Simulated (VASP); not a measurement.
Write the native input for VASP 6.6.1 that does the following.

- Task: single point
- Functional: PBE
- Potentials or basis: VASP PAW PBE potentials, release 64 (Mo_sv)
- Cutoff: 520 eV
- k mesh: 22 × 22 × 22
- Occupations: gaussian, width 0.15 eV
- Spin: no spin polarisation
- Dipole correction: no
- Further INCAR settings: ALGO = Fast; EDIFF = 1e-06; NBANDS = 13

The structure of Mo lies in POSCAR:

```
Mo
1.0
    0.0000000000      1.9500256052      2.2756798813
    1.9500256052      0.0000000000      2.2756798813
    1.9500256052      1.9500256052      0.0000000000
Mo
1
Direct
    0.0000000000      0.0000000000      0.0000000000
```

This cell differs from its parent crystal: volume 17.307 Å^3 an atom, c/a of the conventional cell 1.1670.

These files were run (other wordings do the same):

INCAR

```
SYSTEM = Mo
  PREC = Accurate
  ENCUT = 520
  EDIFF = 1E-6
  ISMEAR = 0
  SIGMA = 0.15
  LREAL = .False.
  LASPH = .True.
  NELM = 100
  ALGO = Fast
  ISIF = 2
  LWAVE = .False.
  LCHARG = .True.
  GGA = PE
  LELF = .True.
  LVHAR = .True.
  NBANDS = 13
```

KPOINTS

```
Automatic mesh
0
Gamma
  22 22 22
  0 0 0
```

Potentials or basis: VASP PAW PBE potentials, release 64 (Mo_sv).

Command:

```console
$ cat potpaw_PBE.64/Mo_sv/POTCAR > POTCAR
$ mpirun -np 1 vasp_std > vasp.out
```

It gave:

| Item | Value |
| --- | --- |
| Pressure | -15.0 GPa |
| Band gap on the k mesh | zero (band 7 reaches 13.69 eV, above the bottom of band 8 at 10.39 eV) |

It took 56 s on 1 thread of Intel(R) Xeon(R) 6975P-C (Granite Rapids), with other jobs on the host, peak memory 0.28 GiB.
